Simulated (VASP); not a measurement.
# LaFeGe (P-6m2) in VASP: a series of runs

The runs below take LaFeGe through single point, with PBE.

Everything below comes from runs of VASP 6.6.1. Logs are shortened: lines on timing, memory, paths and dates and some standing lists are left out, and cuts for length are marked.

## 1. The cell of the first run

It takes space group P-6m2 (No. 187, hexagonal). The conventional cell has a = 4.203 Å, b = 4.203 Å, c = 4.257 Å, α = 90.00°, β = 90.00°, γ = 120.00°. Within 4.3 Å of La (site symmetry -6m2) lie 6 Ge at 3.23 Å and 6 Fe at 3.23 Å and 8 La at 4.20 to 4.26 Å. Ge (site symmetry -6m2) has 3 Fe at 2.43 Å and 6 La at 3.23 Å within 3.3 Å. Fe (site symmetry -6m2) has 3 Ge at 2.43 Å and 6 La at 3.23 Å within 3.3 Å.

## 2. Single point, PBE, collinear spin, ferromagnetic start

The input, INCAR:

```
SYSTEM = LaFeGe
  PREC = Accurate
  ENCUT = 520
  EDIFF = 1E-6
  ISMEAR = -1
  SIGMA = 0.05
  LREAL = .False.
  LASPH = .True.
  NELM = 150
  ALGO = Normal
  ISIF = 2
  LWAVE = .False.
  LCHARG = .False.
  ISPIN = 2
  MAGMOM = 0 0 3
  LORBIT = 11
  LMAXMIX = 6
  GGA = PE
  NBANDS = 28
```

The input, KPOINTS:

```
regular mesh
0
Gamma
  7 7 6
  0 0 0
```

The input, POSCAR:

```
LaFeGe
1.0
    4.2034055487      0.0000000000      0.0000000000
   -2.1017027744      3.6402559876      0.0000000000
    0.0000000000      0.0000000000      4.2570194823
La Ge Fe
1 1 1
Direct
    0.0000000000      0.0000000000      0.0000000000
    0.6666666667      0.3333333333      0.5000000000
    0.3333333333      0.6666666667      0.5000000000
```

Potentials or basis: VASP PAW PBE potentials, release 64 (La, Ge_d, Fe).

Command:

```
$ cat potpaw_PBE.64/La/POTCAR potpaw_PBE.64/Ge_d/POTCAR potpaw_PBE.64/Fe/POTCAR > POTCAR
$ mpirun -np 1 vasp_std > vasp.out
```

OUTCAR:

```text
SYSTEM = LaFeGe
   PREC = Accurate
   ENCUT = 520
   EDIFF = 1E-6
   ISMEAR = -1
   LREAL = .False.
   LASPH = .True.
   NELM = 150
   ISIF = 2
   ISPIN = 2
   LORBIT = 11
   GGA = PE

 ion  position               nearest neighbor table
   1  0.000  0.000  0.000-   2 3.23   3 3.23   2 3.23   3 3.23   2 3.23   2 3.23   3 3.23   3 3.23
                             2 3.23   2 3.23   3 3.23   3 3.23
   2  0.667  0.333  0.500-   3 2.43   3 2.43   3 2.43   1 3.23   1 3.23   1 3.23   1 3.23   1 3.23
                             1 3.23
   3  0.333  0.667  0.500-   2 2.43   2 2.43   2 2.43   1 3.23   1 3.23   1 3.23   1 3.23   1 3.23
                             1 3.23

  LATTYP: Found a hexagonal cell.
 ALAT       =     4.2034055487
 C/A-ratio  =     1.0127548801

  Lattice vectors:

 A1 = (   4.2034055487,   0.0000000000,   0.0000000000)
 A2 = (  -2.1017027744,   3.6402559876,   0.0000000000)
 A3 = (   0.0000000000,   0.0000000000,   4.2570194823)

Analysis of symmetry for initial positions (statically):
=====================================================================
 Subroutine PRICEL returns:
 Original cell was already a primitive cell.

 Routine SETGRP: Setting up the symmetry group for a
 hexagonal supercell.

 Subroutine GETGRP returns: Found 12 space group operations
 (whereof 12 operations were pure point group operations)
 out of a pool of 24 trial point group operations.

The static configuration has the point symmetry D_3h.

Analysis of symmetry for dynamics (positions and initial velocities):
=====================================================================
 Subroutine PRICEL returns:
 Original cell was already a primitive cell.

 Routine SETGRP: Setting up the symmetry group for a
 hexagonal supercell.

 Subroutine GETGRP returns: Found 12 space group operations
 (whereof 12 operations were pure point group operations)
 out of a pool of 24 trial point group operations.

The dynamic configuration has the point symmetry D_3h.

Analysis of structural, dynamic, and magnetic symmetry:
=====================================================================
 Subroutine PRICEL returns:
 Original cell was already a primitive cell.

 Routine SETGRP: Setting up the symmetry group for a
 hexagonal supercell.

 Subroutine GETGRP returns: Found 12 space group operations
 (whereof 12 operations were pure point group operations)
 out of a pool of 24 trial point group operations.

The overall configuration has the point symmetry D_3h.

 Subroutine INISYM returns: Found 12 space group operations
 (whereof 12 operations are pure point group operations),
 and found     1 'primitive' translations

----------------------------------------------------------------------------------------

                                     Primitive cell

  volume of cell :      65.1387

  direct lattice vectors                    reciprocal lattice vectors
     4.203405549  0.000000000  0.000000000     0.237902336  0.137352978  0.000000000
    -2.101702774  3.640255988  0.000000000     0.000000000  0.274705956  0.000000000
     0.000000000  0.000000000  4.257019482     0.000000000  0.000000000  0.234906137

  length of vectors
     4.203405549  4.203405549  4.257019482     0.274705956  0.274705956  0.234906137

  position of ions in fractional coordinates (direct lattice)
     0.000000000  0.000000000  0.000000000
     0.666666667  0.333333333  0.500000000
     0.333333333  0.666666667  0.500000000

  ion indices of the primitive-cell ions
   primitive index   ion index
                 1           1
                 2           2
                 3           3

----------------------------------------------------------------------------------------

 KPOINTS: regular mesh

Automatic generation of k-mesh.
 Grid dimensions read from file:
 generate k-points for:    7    7    6

 Generating k-lattice:

  Cartesian coordinates                     Fractional coordinates (reciprocal lattice)
     0.033986048  0.019621854  0.000000000     0.142857143  0.000000000  0.000000000
     0.000000000  0.039243708  0.000000000     0.000000000  0.142857143  0.000000000
     0.000000000  0.000000000  0.039151023     0.000000000  0.000000000  0.166666667

  Length of vectors
     0.039243708  0.039243708  0.039151023

  Shift w.r.t. Gamma in fractional coordinates (k-lattice)
     0.000000000  0.000000000  0.000000000

 Subroutine IBZKPT returns following result:
 ===========================================

 Found     32 irreducible k-points:

 Following reciprocal coordinates:
            Coordinates               Weight
  0.000000  0.000000  0.000000      1.000000
  0.142857  0.000000  0.000000      6.000000
  0.285714 -0.000000  0.000000      6.000000
  0.428571  0.000000  0.000000      6.000000
  0.142857  0.142857  0.000000      6.000000
  0.285714  0.142857  0.000000     12.000000
[... 16 lines left out ...]
  0.428571  0.142857  0.333333     12.000000
  0.285714  0.285714  0.333333     12.000000
 [... further k-points ...]
   k-points           NKPTS =     32   k-points in BZ     NKDIM =     32   number of bands    NBANDS=     28
   number of dos      NEDOS =    301   number of ions     NIONS =      3
   total plane-waves  NPLWV =  32768
   dimension x,y,z NGX =    32 NGY =   32 NGZ =   32
   dimension x,y,z NGXF=    64 NGYF=   64 NGZF=   64
   ions per type =               1   1   1
   NGX,Y,Z   is equivalent  to a cutoff of  12.66, 12.66, 12.50 a.u.
   NGXF,Y,Z  is equivalent  to a cutoff of  25.31, 25.31, 24.99 a.u.
 SYSTEM =  LaFeGe
   PREC   = accura    normal or accurate (medium, high low for compatibility)
   ISTART =      0    job   : 0-new  1-cont  2-samecut
   ICHARG =      2    charge: 1-file 2-atom 10-const
   ISPIN  =      2    spin polarized calculation?
   LNONCOLLINEAR =      F non collinear calculations
   LSORBIT =      F    spin-orbit coupling
   LASPH  =      T    aspherical Exc in radial PAW
   ENCUT  =  520.0 eV  38.22 Ry    6.18 a.u.   7.82  7.82  7.92*2*pi/ulx,y,z
   NELM   =    150;   NELMIN=  2; NELMDL= -5     # of ELM steps
   EDIFF  = 0.1E-05   stopping-criterion for ELM
   LREAL  =      F    real-space projection
   EDIFFG = 0.1E-04   stopping-criterion for IOM
   NSW    =      0    number of steps for IOM
   IBRION =     -1    ionic relax: 0-MD 1-quasi-New 2-CG
   NFREE  =      0    steps in history (QN), initial steepest desc. (CG)
   ISIF   =      2    stress and relaxation
   ISYM   =      2    0-nonsym 1-usesym 2-fastsym
   POTIM  = 0.5000    time-step for ionic-motion
   TEBEG  =    0.0;   TEEND  =   0.0 temperature during run
   PSTRESS=    0.0 pullay stress
   NELECT =      33.0000    total number of electrons
   NUPDOWN=      -1.0000    fix difference up-down
   EMIN   =  10.00;   EMAX   =-10.00  energy-range for DOS
   EFERMI =   0.00;   METHOD = LEGACY
   ISMEAR =    -1;   SIGMA  =   0.05  broadening in eV -4-tet -1-fermi 0-gaus
   EFERMI_NEDOS =   21; number of points for ismear=-14 and -15
   IALGO  =     38    algorithm
   IMIX   =      4    mixing-type and parameters
     AMIX     =   0.40;   BMIX     =  1.00
     AMIX_MAG =   1.60;   BMIX_MAG =  1.00
  volume/ion in A,a.u.               =      21.71       146.53
  Fermi-wavevector in a.u.,A,eV,Ry     =   1.305068  2.466221 23.173482  1.703203
  Thomas-Fermi vector in A             =   2.435962
   LORBIT       =     11    0 simple, 1 ext, 2 COOP (PROOUT), +10 PAW based schemes
   GGA     = PE    functional components
   LHFCALC =     F    Hartree Fock is set to
   AEXX    =    0.0000 exact exchange contribution
   IVDW    =     0    specifies the selected vdW correction
   LEPSILON=     F    determine dielectric tensor
   LRPA    =     F    only Hartree local field effects (RPA)
 spin polarized calculation
  energy-cutoff  :      520.00
  volume of cell :       65.14
 maximum number of plane-waves:      1768
 NGX is ok and might be reduce to    32
   NGX = 15   NGY = 15   NGZ = 15

 number of electron      32.9999997 magnetization       1.9677168

 Free energy of the ion-electron system (eV)
  ---------------------------------------------------
  ext. energy  EPLUGINS =         0.00000000
  ---------------------------------------------------
  free energy    TOTEN  =       -18.76359660 eV

  energy without entropy =      -18.72630753  energy(sigma->0) =      -18.74495207

 E-fermi :   7.1446     XC(G=0): -10.7741

 val. band max:        7.1376767666   @ k =   0.2857   0.2857   0.0000
 cond. band min:       7.1519543198   @ k =   0.0000   0.0000   0.1667
 fundamental gap:      0.0142775531
 Fermi energy:         7.1446077685

 spin component 1

 k-point     1 :       0.0000    0.0000    0.0000
  band No.  band energies     occupation
      1     -25.0919      1.00000
      2     -16.5543      1.00000
      3     -16.5289      1.00000
      4     -16.5289      1.00000
      5     -16.4972      1.00000
      6     -16.4972      1.00000
[... 20 lines left out ...]
     27      10.7819      0.00000
[... 691 lines left out ...]
      6     -16.4967      1.00000
[... 20 lines left out ...]
     27      11.6269      0.00000
     28      11.7838      0.00000

 [... further k-points ...]

 spin component 2

 k-point     1 :       0.0000    0.0000    0.0000
  band No.  band energies     occupation
      1     -25.1200      1.00000
      2     -16.5430      1.00000
      3     -16.5273      1.00000
      4     -16.5273      1.00000
      5     -16.5067      1.00000
      6     -16.5067      1.00000
[... 20 lines left out ...]
     27      11.0203      0.00000
[... 691 lines left out ...]
      6     -16.5061      1.00000
[... 20 lines left out ...]
     27      11.6077      0.00000
     28      11.9357      0.00000

 [... further k-points ...]

------------------------ aborting loop because EDIFF is reached ----------------------------------------

  FORCE on cell =-STRESS in cart. coord.  units (eV):
  Direction    XX          YY          ZZ          XY          YZ          ZX
  --------------------------------------------------------------------------------------
  -------------------------------------------------------------------------------------
  Total        0.4464689      0.4464689      0.2936614     -0.0000000      0.0000000      0.0000000
  in kB       10.9815330     10.9815330      7.2230157     -0.0000000      0.0000000      0.0000000
  external PRESSURE =       9.7286939 kB  Pullay stress =       0.0000000 kB

 VOLUME and BASIS-vectors are now :
 -----------------------------------------------------------------------------
  energy-cutoff  :      520.00
  volume of cell :       65.14
      direct lattice vectors                 reciprocal lattice vectors
     4.203405549  0.000000000  0.000000000     0.237902336  0.137352978  0.000000000
    -2.101702774  3.640255988  0.000000000     0.000000000  0.274705956  0.000000000
     0.000000000  0.000000000  4.257019482     0.000000000  0.000000000  0.234906137

 POSITION                                       TOTAL-FORCE (eV/Angst)
 -----------------------------------------------------------------------------------
      0.00000      0.00000      0.00000        -0.000000      0.000000      0.000000
      2.10170      1.21342      2.12851        -0.000000     -0.000000      0.000000
     -0.00000      2.42684      2.12851         0.000000      0.000000      0.000000
 -----------------------------------------------------------------------------------
    total drift:                               -0.000001      0.000001      0.000000

  FREE ENERGIE OF THE ION-ELECTRON SYSTEM (eV)
  ---------------------------------------------------
  free  energy   TOTEN  =       -18.7635966027 eV

  energy  without entropy=      -18.7263075338  energy(sigma->0) =      -18.74495207

 total charge

# of ion       s       p       d       f       tot
--------------------------------------------------
    1        2.027   5.640   0.727   0.139   8.534
    2        1.133   1.318  10.021   0.000  12.472
    3        0.459   0.355   6.299   0.000   7.113
--------------------------------------------------
tot          3.620   7.313  17.047   0.139  28.119

 magnetization (x)

# of ion       s       p       d       f       tot
--------------------------------------------------
    1       -0.004   0.002  -0.054  -0.006  -0.063
    2       -0.000  -0.013   0.001   0.000  -0.012
    3        0.026   0.030   2.008   0.000   2.064
--------------------------------------------------
tot          0.022   0.019   1.955  -0.006   1.990
```

It took 1.9 min on 1 thread of Intel Xeon Platinum 8259CL at 2.50GHz (Skylake/Cascade Lake), shared host; peak memory 0.28 GiB.

Results:

| Property | Result |
| --- | --- |
| Free energy | -18.7636 eV |
| Pressure | 1.0 GPa |
| Net moment | 1.97 μB per cell |
| Site moments | La -0.06; Ge -0.01; Fe +2.06 μB |
| Valence electrons inside the program's atomic spheres | La 8.53; Ge 12.47; Fe 7.11 |

Stress tensor (GPa, compression positive):
```
1.10 0.00 0.00
0.00 1.10 0.00
0.00 0.00 0.72
```

Caveat: spin-orbit coupling is left out, which moves the levels of the heavy elements.

(Part 1 of 2 ends here.)
